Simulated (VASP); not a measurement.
TiW3, 4 atoms in the cell. Symmetry: P-6m2, No. 187, hexagonal system. Conventional cell: a = 2.785 Å, b = 2.785 Å, c = 9.871 Å, α = 90.00°, β = 90.00°, γ = 120.00°. Within 3.7 Å of Ti (site symmetry -6m2) lie 6 Ti at 2.78 Å and 6 W at 2.95 Å. Within 3.7 Å of W (site symmetry -6m2) lie 12 W at 2.78 to 2.94 Å. W (site symmetry 3m) has 9 W at 2.78 to 2.94 Å and 3 Ti at 2.95 Å within 3.7 Å. 

```yaml
Program: VASP 6.6.1
Task: single point
Functional: PBE
Potentials_or_basis: VASP PAW PBE potentials, release 64 (Ti_sv, W_sv)
Cutoff: 520 eV
k_mesh: 18 × 18 × 6
Occupations: gaussian, width 0.1 eV
Spin: no spin polarisation
Dipole_correction: no
Further_INCAR_settings: ALGO = Fast; EDIFF = 1e-07; NBANDS = 35
```

Potentials or basis: VASP PAW PBE potentials, release 64 (Ti_sv, W_sv).

Launch:

```sh
$ cat potpaw_PBE.64/Ti_sv/POTCAR potpaw_PBE.64/W_sv/POTCAR > POTCAR
$ mpirun -np 1 vasp_std > vasp.out
```

Hardware: 1 thread of Intel Xeon 8259CL, with other jobs on the host.

How long does it take, and how much memory?

Run time: 58 min on 1 thread of Intel Xeon 8259CL (shared host), peak memory 0.39 GiB. Counts: scf iterations 46, k points 148.
